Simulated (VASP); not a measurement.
# Si (P6_3/mmc) in VASP: relaxation of cell and atoms with r2SCAN

Aim: the relaxation of cell and atoms of Si with r2SCAN.

All numbers are computed with VASP 6.6.1; they aren't measurements. Logs are shortened: lines on timing, memory, paths and dates and some standing lists are left out, and cuts for length are marked.

## 1. The cell of the first run

The structure is hexagonal, space group P6_3/mmc (No. 194). Conventional cell: a = 3.885 Å, b = 3.885 Å, c = 7.401 Å, α = 90.00°, β = 90.00°, γ = 120.00°. Within 3.0 Å of Si (site symmetry -6m2) lie 3 Si at 2.24 Å. Within 3.0 Å of Si (site symmetry -6m2) lie 3 Si at 2.24 Å.

This isn't the form of Si at room conditions, which is diamond.

## 2. Relaxation of cell and atoms, r2SCAN

POSCAR reads:

```
Si
1.0
    3.8854171479      0.0000000000      0.0000000000
   -1.9427085739      3.3648699544      0.0000000000
    0.0000000000      0.0000000000      7.4014714269
Si
4
Direct
    0.0000000000      0.0000000000      0.2500000000
    0.0000000000      0.0000000000      0.7500000000
    0.3333333333      0.6666666667      0.2500000000
    0.6666666667      0.3333333333      0.7500000000
```

INCAR.step1 reads:

```
SYSTEM = Si
ALGO = Normal
EDIFF = 1E-4
ENCUT = 600
GGA = PE
ISMEAR = 0
LASPH = .True.
LCHARG = .False.
LREAL = .False.
LWAVE = .True.
NELM = 80
PREC = Accurate
SIGMA = 0.1
```

INCAR.step2 reads:

```
SYSTEM = Si
ALGO = Normal
EDIFF = 1E-6
EDIFFG = -0.01
ENCUT = 600
IBRION = 2
ISIF = 3
ISMEAR = 0
ISTART = 1
LASPH = .True.
LCHARG = .False.
LMIXTAU = .True.
LREAL = .False.
LWAVE = .False.
METAGGA = R2SCAN
NELM = 80
NSW = 80
PREC = Accurate
SIGMA = 0.1
```

KPOINTS reads:

```
k-points
0
Gamma
  12 12 6
  0 0 0
```

Potentials or basis: VASP PAW PBE potentials, release 64 (Si).

Run with:

```console
> cat potpaw_PBE.64/Si/POTCAR > POTCAR
> cp INCAR.step1 INCAR
> mpirun -np 1 vasp_std > vasp.out
> cp INCAR.step2 INCAR
> mpirun -np 1 vasp_std > vasp.out
```

OUTCAR:

```text
SYSTEM = Si
   EDIFF = 1E-6
   EDIFFG = -0.01
   ENCUT = 600
   IBRION = 2
   ISIF = 3
   ISMEAR = 0
   ISTART = 1
   LASPH = .True.
   LREAL = .False.
   METAGGA = R2SCAN
   NELM = 80
   NSW = 80
   PREC = Accurate

 ion  position               nearest neighbor table
   1  0.000  0.000  0.250-   3 2.24   3 2.24   3 2.24
   2  0.000  0.000  0.750-   4 2.24   4 2.24   4 2.24
   3  0.333  0.667  0.250-   1 2.24   1 2.24   1 2.24
   4  0.667  0.333  0.750-   2 2.24   2 2.24   2 2.24

  LATTYP: Found a hexagonal cell.
 ALAT       =     3.8854171479
 C/A-ratio  =     1.9049361099

  Lattice vectors:

 A1 = (   3.8854171479,   0.0000000000,   0.0000000000)
 A2 = (  -1.9427085739,   3.3648699544,   0.0000000000)
 A3 = (   0.0000000000,   0.0000000000,   7.4014714269)

Analysis of symmetry for initial positions (statically):
=====================================================================
 Subroutine PRICEL returns:
 Original cell was already a primitive cell.

 Routine SETGRP: Setting up the symmetry group for a
 hexagonal supercell.

 Subroutine GETGRP returns: Found 24 space group operations
 (whereof 12 operations were pure point group operations)
 out of a pool of 24 trial point group operations.

The static configuration has the point symmetry D_3d.
 The point group associated with its full space group is D_6h.

Analysis of symmetry for dynamics (positions and initial velocities):
=====================================================================
 Subroutine PRICEL returns:
 Original cell was already a primitive cell.

 Routine SETGRP: Setting up the symmetry group for a
 hexagonal supercell.

 Subroutine GETGRP returns: Found 24 space group operations
 (whereof 12 operations were pure point group operations)
 out of a pool of 24 trial point group operations.

The dynamic configuration has the point symmetry D_3d.
 The point group associated with its full space group is D_6h.

 Subroutine INISYM returns: Found 24 space group operations
 (whereof 12 operations are pure point group operations),
 and found     1 'primitive' translations

----------------------------------------------------------------------------------------

                                     Primitive cell

  volume of cell :      96.7663

  direct lattice vectors                    reciprocal lattice vectors
     3.885417148  0.000000000  0.000000000     0.257372622  0.148594153  0.000000000
[... 118 lines left out ...]
   IVDW    =     0    specifies the selected vdW correction
   LEPSILON=     F    determine dielectric tensor
   LRPA    =     F    only Hartree local field effects (RPA)
 conjugate gradient relaxation of ions
 non-spin polarized calculation
 Gauss-broadening in eV      SIGMA  =   0.10
  energy-cutoff  :      600.00
  volume of cell :       96.77
 maximum number of plane-waves:      3263
 NGX is ok and might be reduce to    32
   NGX = 15   NGY = 15   NGZ = 29

--------------------------------------- Ionic step        1  -------------------------------------------

 number of electron      16.0000000 magnetization

 Free energy of the ion-electron system (eV)
  ---------------------------------------------------
  ext. energy  EPLUGINS =         0.00000000
  ---------------------------------------------------
  free energy    TOTEN  =       -32.41568200 eV

  energy without entropy =      -32.41403955  energy(sigma->0) =      -32.41486077

------------------------ aborting loop because EDIFF is reached ----------------------------------------

  FORCE on cell =-STRESS in cart. coord.  units (eV):
  Direction    XX          YY          ZZ          XY          YZ          ZX
  --------------------------------------------------------------------------------------
  -------------------------------------------------------------------------------------
  Total       -0.1062846     -0.1062846      0.3618488     -0.0000000      0.0000000     -0.0000000
  in kB       -1.7597736     -1.7597736      5.9911988     -0.0000000      0.0000000     -0.0000000
  external PRESSURE =       0.8238839 kB  Pullay stress =       0.0000000 kB
[... 95 lines left out ...]
  FREE ENERGIE OF THE ION-ELECTRON SYSTEM (eV)
  ---------------------------------------------------
  free  energy   TOTEN  =       -32.4177440449 eV

  energy  without entropy=      -32.4162071193  energy(sigma->0) =      -32.41697558

[... ionic steps 4 to 9 ...]

--------------------------------------- Ionic step       10  -------------------------------------------

 number of electron      15.9999999 magnetization

------------------------ aborting loop because EDIFF is reached ----------------------------------------
[... 71 lines left out ...]
--------------------------------------- Ionic step       12  -------------------------------------------

 number of electron      16.0000000 magnetization

 Free energy of the ion-electron system (eV)
  ---------------------------------------------------
  ext. energy  EPLUGINS =         0.00000000
  ---------------------------------------------------
  free energy    TOTEN  =       -32.42321630 eV

  energy without entropy =      -32.42170617  energy(sigma->0) =      -32.42246124

 E-fermi :   3.8455     XC(G=0):  -8.8233

 val. band max:        3.8121101036   @ k =   0.3333   0.3333   0.5000
 cond. band min:       3.8613610888   @ k =   0.2500   0.2500   0.0000
 fundamental gap:      0.0492509852
 Fermi energy:         3.8454556415

 k-point     1 :       0.0000    0.0000    0.0000
  band No.  band energies     occupation
      1      -8.3131      2.00000
      2      -7.8159      2.00000
      3      -0.6756      2.00000
      4       1.9391      2.00000
      5       1.9391      2.00000
      6       2.0712      2.00000
      7       2.0712      2.00000
      8       2.3496      2.00000
      9       5.5340      0.00000
     10       6.0207      0.00000
     11       6.6016      0.00000
     12       6.6016      0.00000
[... 331 lines left out ...]
 k-point    24 :       0.3333    0.0000    0.1667
  band No.  band energies     occupation
      1      -6.9635      2.00000
      2      -6.5667      2.00000
      3      -2.5544      2.00000
      4      -2.2480      2.00000
      5       0.7392      2.00000
      6       0.8178      2.00000
      7       0.9905      2.00000
      8       3.0962      2.00000
      9       4.8192      0.00000
     10       5.2958      0.00000
     11       5.5221      0.00000
     12       7.0889      0.00000

 [... further k-points ...]
[... 5 lines left out ...]
  --------------------------------------------------------------------------------------
  -------------------------------------------------------------------------------------
  Total       -0.0162673     -0.0162673      0.0083493     -0.0000000      0.0000000      0.0000000
  in kB       -0.2583299     -0.2583299      0.1325892     -0.0000000      0.0000000      0.0000000
  external PRESSURE =      -0.1280235 kB  Pullay stress =       0.0000000 kB
[... 19 lines left out ...]
  FREE ENERGIE OF THE ION-ELECTRON SYSTEM (eV)
  ---------------------------------------------------
  free  energy   TOTEN  =       -32.4232163029 eV

  energy  without entropy=      -32.4217061690  energy(sigma->0) =      -32.42246124

 reached required accuracy - stopping structural energy minimisation
```

It took 28 min on 1 thread of AMD EPYC 9R45 (Zen 5), shared host; peak memory 0.27 GiB.

Results:

- Free energy: -32.4232 eV
- Relaxed volume: 25.22 Å³/atom
- Relaxed cell: a = 3.883 Å, b = 3.883 Å, c = 7.728 Å, α = 90.00°, β = 90.00°, γ = 120.00°
- Space group after relaxing (to 0.1 Å): P6_3/mmc (No. 194)
- Energy gained by relaxing: 1.9 meV/atom
- Ionic steps: 12
- Pressure after relaxing: 0.0 GPa
- Band gap on the k mesh: zero (bands 8 and 9 overlap by 0.20 eV)

Step by step:
| step | energy change (eV) | largest force (eV/Å) | pressure (GPa) | volume (Å³) |
| --- | --- | --- | --- | --- |
| 1 | 0.0000 | 0.0000 | 0.08 | 96.77 |
| 2 | -0.0014 | 0.0000 | 0.35 | 96.94 |
| 3 | -0.0021 | 0.0000 | 0.75 | 97.20 |
| 4 | -0.0024 | 0.0000 | 0.73 | 97.33 |
| 5 | -0.0035 | 0.0000 | 0.67 | 97.72 |
| 6 | -0.0052 | 0.0000 | 0.56 | 98.52 |
| 7 | -0.0070 | 0.0000 | 0.35 | 100.11 |
| 8 | -0.0058 | 0.0000 | -0.05 | 103.30 |
| 9 | -0.0072 | 0.0000 | 0.15 | 101.38 |
| 10 | -0.0073 | 0.0000 | 0.23 | 100.88 |
| 11 | -0.0075 | 0.0000 | 0.04 | 100.89 |
| 12 | -0.0075 | 0.0000 | -0.01 | 100.89 |

Final structure:
```xyz
4
Lattice="3.8826 0.0000 0.0000 -1.9413 3.3624 0.0000 0.0000 0.0000 7.7283" Properties=species:S:1:pos:R:3 pbc="T T T"
Si    0.0000    0.0000    1.9321
Si    0.0000    0.0000    5.7962
Si    0.0000    2.2416    1.9321
Si    1.9413    1.1208    5.7962
```

Caveat: semilocal functionals underestimate gaps, and a narrow one can read as zero; the PAW data sets were made with another functional, which shifts forces and pressure a little.

The gap in the log of VASP goes by the Fermi energy; the results here count the filled bands.